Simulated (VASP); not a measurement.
A run of VASP 6.6.1:

Contents of INCAR:

```
PREC = Accurate
ENCUT = 600
EDIFF = 1E-6
ISMEAR = 0
SIGMA = 0.1
LREAL = False
LASPH = True
NELM = 100
ALGO = Fast
ISIF = 3
LWAVE = False
LCHARG = False
GGA = PE
IBRION = 2
NSW = 70
EDIFFG = -0.008
PSTRESS = -10.0
```

The input KPOINTS:

```
Automatic mesh
0
Gamma
  14 14 14
```

File POSCAR:

```
AlNi
1.0
    2.9027411391      0.0000000000      0.0000000000
    0.0000000000      2.9027411391      0.0000000000
    0.0000000000      0.0000000000      2.9027411391
Al Ni
1 1
Direct
    0.5000000000      0.5000000000      0.5000000000
    0.0000000000      0.0000000000      0.0000000000
```

Potentials or basis: VASP PAW PBE potentials, release 64 (Al, Ni).

The run is started by

```console
$ cat potpaw_PBE.64/Al/POTCAR potpaw_PBE.64/Ni/POTCAR > POTCAR
$ mpirun -np 1 vasp_std > vasp.out
```

Hardware: 1 thread of Intel Xeon 8259CL, on a shared host.

Question: How long does it take, and how much memory?

Answer: Wall time 71 s on 1 thread of Intel Xeon 8259CL (shared host), peak memory 0.17 GiB. Counts: scf iterations 33, k points 120, ion steps 3.
